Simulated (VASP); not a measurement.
# Hg3P2 (Pmmm) in VASP: a series of runs

Runs on Hg3P2. Level: PBE. Tasks: single point, relaxation of cell and atoms.

Everything below comes from runs of VASP 6.6.1. Logs are shortened: lines on timing, memory, paths and dates and some standing lists are left out, and cuts for length are marked.

## Step 1: The cell of the first run

Symmetry: Pmmm, No. 47, orthorhombic system. The conventional cell has a = 4.395 Å, b = 5.613 Å, c = 6.531 Å, α = 90.00°, β = 90.00°, γ = 90.00°. Within 3.7 Å of Hg (site symmetry mmm) lie 6 P at 2.81 to 3.56 Å and 2 Hg at 3.27 Å. Hg (site symmetry mmm) has 2 Hg at 2.81 Å and 2 P at 3.27 Å within 3.7 Å. Within 3.7 Å of Hg (site symmetry mmm) lie 4 Hg at 2.81 to 3.27 Å. Within 2.9 Å of P (site symmetry mmm) lie 2 P at 2.20 Å. Within 2.9 Å of P (site symmetry mmm) lie 2 P at 2.20 Å and 2 Hg at 2.81 Å.

The cell was generated, and may not be a known phase.

## Step 2: Single point, PBE

File INCAR:

```
PREC = Accurate
ENCUT = 520
EDIFF = 1E-6
ISMEAR = 0
SIGMA = 0.1
LREAL = F
LASPH = T
NELM = 100
ALGO = Normal
ISIF = 2
LWAVE = F
LCHARG = T
GGA = PE
LELF = T
LVHAR = T
NBANDS = 31
```

File KPOINTS:

```
Automatic mesh
0
Gamma
  4 4 4
```

File POSCAR:

```
Hg3P2
1.0
    5.6130250702      0.0000000000      0.0000000000
    0.0000000000      4.3951616609      0.0000000000
    0.0000000000      0.0000000000      6.5306853926
Hg P
3 2
Direct
    0.0000000000      0.0000000000      0.5000000000
    0.5000000000      0.0000000000      0.0000000000
    0.0000000000      0.0000000000      0.0000000000
    0.5000000000      0.5000000000      0.5000000000
    0.5000000000      0.0000000000      0.5000000000
```

Potentials or basis: VASP PAW PBE potentials, release 64 (Hg, P).

Launch:

```bash
$ cat potpaw_PBE.64/Hg/POTCAR potpaw_PBE.64/P/POTCAR > POTCAR
$ mpirun -np 1 vasp_std > vasp.out
```

OUTCAR:

```text
PREC = Accurate
   ENCUT = 520
   EDIFF = 1E-6
   ISMEAR = 0
   LREAL = F
   LASPH = T
   NELM = 100
   ISIF = 2
   GGA = PE

 ion  position               nearest neighbor table
   1  0.000  0.000  0.500-   5 2.81   5 2.81   3 3.27   3 3.27
   2  0.500  0.000  0.000-   3 2.81   3 2.81   5 3.27   5 3.27
   3  0.000  0.000  0.000-   2 2.81   2 2.81   1 3.27   1 3.27
   4  0.500  0.500  0.500-   5 2.20   5 2.20
   5  0.500  0.000  0.500-   4 2.20   4 2.20   1 2.81   1 2.81   2 3.27   2 3.27

  LATTYP: Found a simple orthorhombic cell.
 ALAT       =     4.3951616609
 B/A-ratio  =     1.2770918349
 C/A-ratio  =     1.4858805879

  Lattice vectors:

 A1 = (   0.0000000000,  -4.3951616609,   0.0000000000)
 A2 = (   5.6130250702,   0.0000000000,   0.0000000000)
 A3 = (   0.0000000000,   0.0000000000,   6.5306853926)

Analysis of symmetry for initial positions (statically):
=====================================================================
 Subroutine PRICEL returns:
 Original cell was already a primitive cell.

 Routine SETGRP: Setting up the symmetry group for a
 simple orthorhombic supercell.

 Subroutine GETGRP returns: Found  8 space group operations
 (whereof  8 operations were pure point group operations)
 out of a pool of  8 trial point group operations.

The static configuration has the point symmetry D_2h.

Analysis of symmetry for dynamics (positions and initial velocities):
=====================================================================
 Subroutine PRICEL returns:
 Original cell was already a primitive cell.

 Routine SETGRP: Setting up the symmetry group for a
 simple orthorhombic supercell.

 Subroutine GETGRP returns: Found  8 space group operations
 (whereof  8 operations were pure point group operations)
 out of a pool of  8 trial point group operations.

The dynamic configuration has the point symmetry D_2h.

 Subroutine INISYM returns: Found  8 space group operations
 (whereof  8 operations are pure point group operations),
 and found     1 'primitive' translations

----------------------------------------------------------------------------------------

                                     Primitive cell

  volume of cell :     161.1130
[... 92 lines left out ...]
   LASPH  =      T    aspherical Exc in radial PAW
   ENCUT  =  520.0 eV  38.22 Ry    6.18 a.u.  10.44  8.17 12.14*2*pi/ulx,y,z
   NELM   =    100;   NELMIN=  2; NELMDL= -5     # of ELM steps
   EDIFF  = 0.1E-05   stopping-criterion for ELM
   LREAL  =      F    real-space projection
   EDIFFG = 0.1E-04   stopping-criterion for IOM
   NSW    =      0    number of steps for IOM
   IBRION =     -1    ionic relax: 0-MD 1-quasi-New 2-CG
   NFREE  =      0    steps in history (QN), initial steepest desc. (CG)
   ISIF   =      2    stress and relaxation
   ISYM   =      2    0-nonsym 1-usesym 2-fastsym
   POTIM  = 0.5000    time-step for ionic-motion
   TEBEG  =    0.0;   TEEND  =   0.0 temperature during run
   PSTRESS=    0.0 pullay stress
   NELECT =      46.0000    total number of electrons
   NUPDOWN=      -1.0000    fix difference up-down
   EMIN   =  10.00;   EMAX   =-10.00  energy-range for DOS
   EFERMI =   0.00;   METHOD = LEGACY
   ISMEAR =     0;   SIGMA  =   0.10  broadening in eV -4-tet -1-fermi 0-gaus
   EFERMI_NEDOS =   21; number of points for ismear=-14 and -15
   IALGO  =     38    algorithm
   IMIX   =      4    mixing-type and parameters
     AMIX     =   0.40;   BMIX     =  1.00
     AMIX_MAG =   1.60;   BMIX_MAG =  1.00
  volume/ion in A,a.u.               =      32.22       217.45
  Fermi-wavevector in a.u.,A,eV,Ry     =   1.077996  2.037117 15.811002  1.162076
  Thomas-Fermi vector in A             =   2.213923
   LORBIT       =      0    0 simple, 1 ext, 2 COOP (PROOUT), +10 PAW based schemes
   GGA     = PE    functional components
   LHFCALC =     F    Hartree Fock is set to
   AEXX    =    0.0000 exact exchange contribution
   IVDW    =     0    specifies the selected vdW correction
   LEPSILON=     F    determine dielectric tensor
   LRPA    =     F    only Hartree local field effects (RPA)
 non-spin polarized calculation
 Gauss-broadening in eV      SIGMA  =   0.10
  energy-cutoff  :      520.00
  volume of cell :      161.11
 maximum number of plane-waves:      4364
 NGX is ok and might be reduce to    42
   NGX = 21   NGY = 17   NGZ = 25

 number of electron      46.0000003 magnetization

 Free energy of the ion-electron system (eV)
  ---------------------------------------------------
  ext. energy  EPLUGINS =         0.00000000
  ---------------------------------------------------
  free energy    TOTEN  =        -9.20416627 eV

  energy without entropy =       -9.18919179  energy(sigma->0) =       -9.19667903

 E-fermi :   1.4123     XC(G=0):  -8.3673

 val. band max:        1.3706305509   @ k =   0.0000   0.0000   0.2500
 cond. band min:       1.4229469695   @ k =   0.0000   0.2500   0.2500
 fundamental gap:      0.0523164187
 Fermi energy:         1.4122935529

 k-point     1 :       0.0000    0.0000    0.0000
  band No.  band energies     occupation
      1     -11.6734      2.00000
      2      -7.1206      2.00000
      3      -6.0856      2.00000
      4      -5.9880      2.00000
      5      -5.8702      2.00000
      6      -5.5957      2.00000
[... 805 lines left out ...]
     30       5.9561      0.00000
     31       6.4958      0.00000

 [... further k-points ...]

------------------------ aborting loop because EDIFF is reached ----------------------------------------

  FORCE on cell =-STRESS in cart. coord.  units (eV):
  Direction    XX          YY          ZZ          XY          YZ          ZX
  --------------------------------------------------------------------------------------
  -------------------------------------------------------------------------------------
  Total        0.4312852     -0.1440248      0.0674676      0.0000000      0.0000000      0.0000000
  in kB        4.2888860     -1.4322447      0.6709270      0.0000000      0.0000000      0.0000000
  external PRESSURE =       1.1758561 kB  Pullay stress =       0.0000000 kB

 VOLUME and BASIS-vectors are now :
 -----------------------------------------------------------------------------
  energy-cutoff  :      520.00
  volume of cell :      161.11
      direct lattice vectors                 reciprocal lattice vectors
     5.613025070  0.000000000  0.000000000     0.178157052  0.000000000  0.000000000
     0.000000000  4.395161661  0.000000000     0.000000000  0.227522917  0.000000000
     0.000000000  0.000000000  6.530685393     0.000000000  0.000000000  0.153123285

 POSITION                                       TOTAL-FORCE (eV/Angst)
 -----------------------------------------------------------------------------------
      0.00000      0.00000      3.26534         0.000000      0.000000      0.000000
      2.80651      0.00000      0.00000         0.000000      0.000000      0.000000
      0.00000      0.00000      0.00000         0.000000      0.000000      0.000000
      2.80651      2.19758      3.26534         0.000000      0.000000      0.000000
      2.80651      0.00000      3.26534         0.000000      0.000000      0.000000
 -----------------------------------------------------------------------------------
    total drift:                                0.000000      0.000000     -0.000000

  FREE ENERGIE OF THE ION-ELECTRON SYSTEM (eV)
  ---------------------------------------------------
  free  energy   TOTEN  =        -9.2041662660 eV

  energy  without entropy=       -9.1891917948  energy(sigma->0) =       -9.19667903
```

stdout:

```text
POSCAR found type information on POSCAR HgP
 POSCAR found :  2 types and       5 ions
 scaLAPACK will be used
 LDA part: xc-table for (Slater+PW92), standard interpolation
 POSCAR, INCAR and KPOINTS ok, starting setup
 FFT: planning ... GRIDC
 FFT: planning ... GRID_SOFT
 FFT: planning ... GRID
 WAVECAR not read
 entering main loop
```

Run time: 49 s. Hardware: 1 thread of Intel Xeon 6975P-C (Granite Rapids), shared host; peak memory 0.31 GiB.

What came out:

* Free energy: -9.2042 eV
* Pressure: 0.1 GPa
* Band gap on the k mesh: zero (bands 23 and 24 overlap by 0.78 eV)

Stress tensor (GPa, compression positive):
```
 0.43  0.00  0.00
 0.00 -0.14  0.00
 0.00  0.00  0.07
```

Caveat: spin-orbit coupling is left out, which moves the levels of the heavy elements.

## Step 3: Single point, PBE

This run uses another cell than the first one, of 32.31 Å³/atom.

File INCAR:

```
PREC = Accurate
ENCUT = 520
EDIFF = 1E-6
ISMEAR = 0
SIGMA = 0.1
LREAL = F
LASPH = T
NELM = 80
ALGO = Normal
ISIF = 2
LWAVE = F
LCHARG = F
GGA = PE
NBANDS = 31
```

File KPOINTS:

```
regular mesh
0
Gamma
  4 4 4
```

Changes to POSCAR since step 2:

```diff
@@ -2,5 +2,5 @@
 1.0
-    5.6130250702      0.0000000000      0.0000000000
-    0.0000000000      4.3951616609      0.0000000000
-    0.0000000000      0.0000000000      6.5306853926
+    4.4573409100      0.0000000000      0.0000000000
+    0.0000000000      5.4833701100      0.0000000000
+    0.0000000000      0.0000000000      6.6103205400
 Hg P
```

Potentials or basis: VASP PAW PBE potentials, release 64 (Hg, P).

Launch:

```bash
$ cat potpaw_PBE.64/Hg/POTCAR potpaw_PBE.64/P/POTCAR > POTCAR
$ mpirun -np 1 vasp_std > vasp.out
```

It took 53 s on 1 thread of Intel Xeon 6975P-C (Granite Rapids), shared host; peak memory 0.31 GiB.

It converged, with:

```yaml
Free_energy: -3.4681 eV
Pressure: 17.6 GPa
Band_gap_on_the_k_mesh: zero (bands 23 and 24 overlap by 0.49 eV)
```

Stress tensor (GPa, compression positive):
```
59.78  0.00  0.00
 0.00 -7.75  0.00
 0.00  0.00  0.88
```

Levels at points of the mesh, in eV from the Fermi level:
```
           k point  band 19  band 20  band 21  band 22  band 23  band 24  band 25  band 26  band 27  band 28
(0.00, 0.00, 0.00)    -4.34    -3.31    -3.30    -0.13     0.26     0.52     1.72     2.58     2.75     4.79
(0.50, 0.00, 0.00)    -4.00    -3.12    -3.05    -1.56    -0.14     0.80     1.05     2.17     4.94     5.28
(0.00, 0.50, 0.00)    -3.13    -2.99    -0.76    -0.57    -0.45     0.10     0.53     0.90     2.67     2.89
(0.50, 0.50, 0.00)    -3.90    -2.96    -1.75    -0.92    -0.40     0.09     0.51     1.26     3.23     3.27
(0.00, 0.00, 0.50)    -4.27    -3.25    -1.34    -0.61     0.40     0.53     1.49     2.08     2.39     4.77
(0.50, 0.00, 0.50)    -4.54    -4.42    -3.02    -0.44    -0.15     1.20     2.44     3.84     4.01     4.06
(0.00, 0.50, 0.50)    -3.06    -1.14    -0.86    -0.85    -0.65     0.10     0.78     1.50     2.28     2.51
(0.50, 0.50, 0.50)    -4.43    -4.27    -1.69    -0.62     0.08     0.54     0.60     2.93     4.03     4.15
```

Caveat: the stress differs along the axes, from -8 to 60 GPa; spin-orbit coupling is left out, which moves the levels of the heavy elements.

## Step 4: Relaxation of cell and atoms, PBE

This run uses another cell than the first one, of 32.31 Å³/atom.

File INCAR:

```
SYSTEM = Hg3P2
ALGO = Normal
EDIFF = 1E-6
EDIFFG = -0.04
ENCUT = 600
GGA = PE
IBRION = 2
ISIF = 3
ISMEAR = 0
LASPH = .TRUE.
LCHARG = .FALSE.
LREAL = .FALSE.
LWAVE = .FALSE.
NELM = 80
NSW = 90
PREC = Accurate
SIGMA = 0.1
```

File KPOINTS:

```
k-points
0
G
  4 4 4
  0 0 0
```

POSCAR is that of step 3.

Potentials or basis: VASP PAW PBE potentials, release 64 (Hg, P).

Launch:

```bash
$ cat potpaw_PBE.64/Hg/POTCAR potpaw_PBE.64/P/POTCAR > POTCAR
$ mpirun -np 1 vasp_std > vasp.out
```

OUTCAR:

```text
SYSTEM = Hg3P2
   EDIFF = 1E-6
   EDIFFG = -0.04
   ENCUT = 600
   GGA = PE
   IBRION = 2
   ISIF = 3
   ISMEAR = 0
   LASPH = .TRUE.
   LREAL = .FALSE.
   NELM = 80
   NSW = 90
   PREC = Accurate

 ion  position               nearest neighbor table
   1  0.000  0.000  0.500-   5 2.23   5 2.23   3 3.31   3 3.31
   2  0.500  0.000  0.000-   3 2.23   3 2.23   5 3.31   5 3.31
   3  0.000  0.000  0.000-   2 2.23   2 2.23   1 3.31   1 3.31
   4  0.500  0.500  0.500-   5 2.74   5 2.74
   5  0.500  0.000  0.500-   1 2.23   1 2.23   4 2.74   4 2.74   2 3.31   2 3.31

  LATTYP: Found a simple orthorhombic cell.
 ALAT       =     4.4573409100
 B/A-ratio  =     1.2301886306
 C/A-ratio  =     1.4830188387

  Lattice vectors:

 A1 = (   4.4573409100,   0.0000000000,   0.0000000000)
 A2 = (   0.0000000000,   5.4833701100,   0.0000000000)
 A3 = (   0.0000000000,   0.0000000000,   6.6103205400)

[... 1021 lines left out ...]
     26       2.8680      0.00000
     27       3.5947      0.00000

 [... further k-points ...]

[... ionic steps 4 to 12 ...]

--------------------------------------- Ionic step       13  -------------------------------------------

 number of electron      46.0000008 magnetization

------------------------ aborting loop because EDIFF is reached ----------------------------------------
[... 73 lines left out ...]
--------------------------------------- Ionic step       15  -------------------------------------------

 number of electron      45.9999997 magnetization

 Free energy of the ion-electron system (eV)
  ---------------------------------------------------
  ext. energy  EPLUGINS =         0.00000000
  ---------------------------------------------------
  free energy    TOTEN  =        -9.24743328 eV

  energy without entropy =       -9.23982339  energy(sigma->0) =       -9.24362833

 E-fermi :   1.3043     XC(G=0):  -8.4158

 val. band max:        0.9824980267   @ k =   0.0000   0.2500   0.2500
 cond. band min:       1.3802068254   @ k =   0.2500   0.2500   0.2500
 fundamental gap:      0.3977087987
 Fermi energy:         1.3042546863

 k-point     1 :       0.0000    0.0000    0.0000
  band No.  band energies     occupation
      1     -11.7904      2.00000
      2      -6.2179      2.00000
      3      -6.1310      2.00000
      4      -5.7373      2.00000
      5      -5.4370      2.00000
      6      -5.4351      2.00000
[... 743 lines left out ...]
  FREE ENERGIE OF THE ION-ELECTRON SYSTEM (eV)
  ---------------------------------------------------
  free  energy   TOTEN  =        -9.2474332819 eV

  energy  without entropy=       -9.2398233879  energy(sigma->0) =       -9.24362833

 reached required accuracy - stopping structural energy minimisation
```

OSZICAR:

```text
N       E                     dE             d eps       ncg     rms          rms(c)
DAV:   1     0.358570650502E+03    0.35857E+03   -0.23095E+04  1458   0.169E+03
DAV:   2     0.163763160939E+02   -0.34219E+03   -0.33145E+03  1559   0.376E+02
DAV:   3    -0.426671728031E+01   -0.20643E+02   -0.20197E+02  1758   0.880E+01
DAV:   4    -0.474887532580E+01   -0.48216E+00   -0.46309E+00  1571   0.108E+01
[... 166 lines left out ...]
DAV:   3    -0.924926372354E+01    0.59504E-02   -0.87557E-03  1555   0.630E-01    0.326E-01
DAV:   4    -0.924747016160E+01    0.17936E-02   -0.28739E-03  1558   0.349E-01    0.589E-02
DAV:   5    -0.924742844914E+01    0.41712E-04   -0.46983E-04  1526   0.166E-01    0.496E-02
DAV:   6    -0.924743238645E+01   -0.39373E-05   -0.43395E-05  1530   0.487E-02    0.168E-02
DAV:   7    -0.924743328190E+01   -0.89545E-06   -0.41808E-06  1389   0.134E-02
  15 F= -.92474333E+01 E0= -.92436283E+01  d E =-.296112E-02
```

CONTCAR:

```text
Hg3P2
   1.00000000000000
     6.0396173128926938   -0.0000000000000000    0.0000000000000000
    -0.0000000000000000    4.3739749240294543    0.0000000000000000
     0.0000000000000000    0.0000000000000000    6.0478284328647200
  Hg              P
     3     2
Direct
     0.0000000000000000    0.0000000000000000    0.5000000000000000
     0.5000000000000000    0.0000000000000000    0.0000000000000000
     0.0000000000000000    0.0000000000000000    0.0000000000000000
     0.5000000000000000    0.5000000000000000    0.5000000000000000
     0.5000000000000000    0.0000000000000000    0.5000000000000000

  0.00000000E+00  0.00000000E+00  0.00000000E+00
  0.00000000E+00  0.00000000E+00  0.00000000E+00
  0.00000000E+00  0.00000000E+00  0.00000000E+00
  0.00000000E+00  0.00000000E+00  0.00000000E+00
  0.00000000E+00  0.00000000E+00  0.00000000E+00
```

Wall time 10 min (1 thread of Intel Xeon 6975P-C (Granite Rapids), shared host); peak memory 0.38 GiB.

Results:

- Free energy: -9.2474 eV
- Relaxed volume: 31.95 Å³/atom
- Relaxed cell: a = 6.040 Å, b = 4.374 Å, c = 6.048 Å, α = 90.00°, β = 90.00°, γ = 90.00°
- Space group after relaxing (to 0.1 Å): P4/mmm (No. 123)
- Energy gained by relaxing: 1155.8 meV/atom
- Ionic steps: 15
- Pressure after relaxing: 0.1 GPa
- Band gap on the k mesh: zero (bands 23 and 24 overlap by 1.26 eV)

Stress tensor (GPa, compression positive):
```
0.01 0.00 0.00
0.00 0.06 0.00
0.00 0.00 0.12
```

The path:
| step | energy change (eV) | largest force (eV/Å) | pressure (GPa) | volume (Å³) |
| --- | --- | --- | --- | --- |
| 1 | 0.0000 | 0.0000 | 17.67 | 161.56 |
| 2 | -4.2405 | 0.0000 | -3.89 | 238.52 |
| 3 | -4.2387 | 0.0000 | -3.90 | 238.10 |
| 4 | -5.5263 | 0.0000 | -1.47 | 205.18 |
| 5 | -5.5563 | 0.0000 | -0.76 | 201.06 |
| 6 | -5.5562 | 0.0000 | -0.62 | 200.33 |
| 7 | -5.5920 | 0.0000 | -0.64 | 195.36 |
| 8 | -5.6909 | 0.0000 | -0.59 | 180.79 |
| 9 | -5.7473 | 0.0000 | 0.66 | 153.10 |
| 10 | -5.7618 | 0.0000 | -0.01 | 163.37 |
| 11 | -5.7630 | 0.0000 | 0.09 | 161.46 |
| 12 | -5.7736 | 0.0000 | -0.12 | 161.23 |
| 13 | -5.7761 | 0.0000 | -0.24 | 161.04 |
| 14 | -5.7772 | 0.0000 | 0.34 | 158.77 |
| 15 | -5.7790 | 0.0000 | 0.06 | 159.77 |

Final structure:
```yaml
crystal:
  lattice:
    - [6.03962, 0.00000, 0.00000]
    - [0.00000, 4.37397, 0.00000]
    - [0.00000, 0.00000, 6.04783]
  atoms:
    - { symbol: Hg, position: [0.00000, 0.00000, 0.50000] }
    - { symbol: Hg, position: [0.50000, 0.00000, 0.00000] }
    - { symbol: Hg, position: [0.00000, 0.00000, 0.00000] }
    - { symbol: P, position: [0.50000, 0.50000, 0.50000] }
    - { symbol: P, position: [0.50000, 0.00000, 0.50000] }
```

Caveat: a cell axis changed by over 15 % at a fixed basis, so the end point is rough; spin-orbit coupling is left out, which moves the levels of the heavy elements.

## Step 5: The runs side by side

| task | cell | cutoff (eV) | gap on the mesh (eV) | pressure (GPa) |
| --- | --- | --- | --- | --- |
| single point | a = 5.613, b = 4.395, c = 6.531 Å, 5 atoms | 520 | none | 0.1 |
| single point | a = 4.457, b = 5.483, c = 6.610 Å, 5 atoms | 520 | none | 17.6 |
| relaxation of cell and atoms | relaxed from a = 4.457, b = 5.483, c = 6.610 Å, 5 atoms | 600 | none | 0.1 |

Alike in all rows: level PBE; potentials or basis VASP PAW PBE potentials, release 64 (Hg, P); no spin polarisation; k mesh 4 × 4 × 4; smearing gaussian 0.1 eV.

Caveats: spin-orbit coupling is left out, which moves the levels of the heavy elements; the stress differs along the axes, from -8 to 60 GPa (at least some runs); a cell axis changed by over 15 % at a fixed basis, so the end point is rough (at least some runs).

Total energies depend on the potentials used, so only differences within one code and one set of settings carry meaning.

The gap in the log of VASP goes by the Fermi energy; the results here count the filled bands.